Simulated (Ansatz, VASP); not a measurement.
# One calculation of CdTe, two programs

File INCAR:

```
SYSTEM = CdTe
PREC     = Accurate       ! precision mode
ENCUT    = 600            ! plane-wave cutoff, eV
EDIFF    = 1E-6           ! SCF threshold, eV
ISMEAR   = 0              ! smearing method
SIGMA    = 0.1            ! smearing width, eV
LREAL    = .FALSE.        ! projectors in reciprocal space
LASPH    = .TRUE.         ! aspherical terms in the spheres
NELM     = 100            ! most SCF steps
ALGO     = Normal         ! electronic algorithm
ISIF     = 3              ! what is computed and relaxed
LWAVE    = .FALSE.        ! write WAVECAR
LCHARG   = .FALSE.        ! write CHGCAR
GGA      = PE             ! functional
IBRION   = 2              ! ionic algorithm
NSW      = 90             ! ionic steps
EDIFFG   = -0.04          ! ionic threshold
```

File KPOINTS:

```
Automatic mesh
0
G
  4 4 4
  0 0 0
```

File POSCAR:

```
CdTe
1.0
    3.8086610250      0.0000000000      0.0000000000
    0.0000000000      3.8086610250      0.0000000000
    0.0000000000      0.0000000000      4.9920664149
Cd Te
1 1
Direct
    0.5000000000      0.5000000000      0.5000000000
    0.0000000000      0.0000000000      0.0000000000
```

Input for Ansatz:

```yaml
crystal:
  lattice:
    - [3.808661025, 0.0, 0.0]
    - [0.0, 3.808661025, 0.0]
    - [0.0, 0.0, 4.9920664149]
  atoms:
    - { symbol: Cd, position: [0.5, 0.5, 0.5] }
    - { symbol: Te, position: [0.0, 0.0, 0.0] }
basis:
  ecutwfc: 420
kpoints:
  mp_grid: { grid: [4, 4, 4] }
hamiltonian:
  xc: pbe
scf:
  occupations: { method: gaussian, width: 0.1 }
  lower_state_search: "off"
output:
  forces: true
  stress: true
  eigenvalues: true
relax:
  adjacent_minimum: "off"
  f_tol: 0.04
  max_steps: 70
  cell: { stress_tol: 0.4 }
```

Alike in both runs: task relaxation of cell and atoms; functional PBE; k mesh 4 × 4 × 4; occupations gaussian, width 0.1 eV; no spin polarisation.

```csv
,VASP,Ansatz
version,VASP 6.6.1,Ansatz 0.2.0
potentials or method,"VASP PAW PBE potentials, release 64 (Cd, Te), cutoff 600 eV","scalar-relativistic, plane waves, PAW"
valence electrons in the cell,18,36
```

|  | VASP | Ansatz | Ansatz less VASP |
| --- | --- | --- | --- |
| gap on the k mesh at the Fermi level, each at its own relaxed structure (eV) | none | none | - |
| relaxed volume (Å³/atom) | 26.72 | 26.64 | -0.086 |
| relaxed cell length with the largest relative difference (Å) | 4.779 | 4.772 | -0.0072 |

A gap of «none» marks a metal or a gap that the smearing closes. VASP's potentials hold 18 valence electrons a cell and Ansatz's 36, so a difference there can come from the potentials and not from the codes.

The k mesh is coarse, so the values compare programs but aren't converged. Spin-orbit coupling is off throughout. Noted on VASP's run: the volume moved by over 15 % at a fixed basis, so the end points are rough.
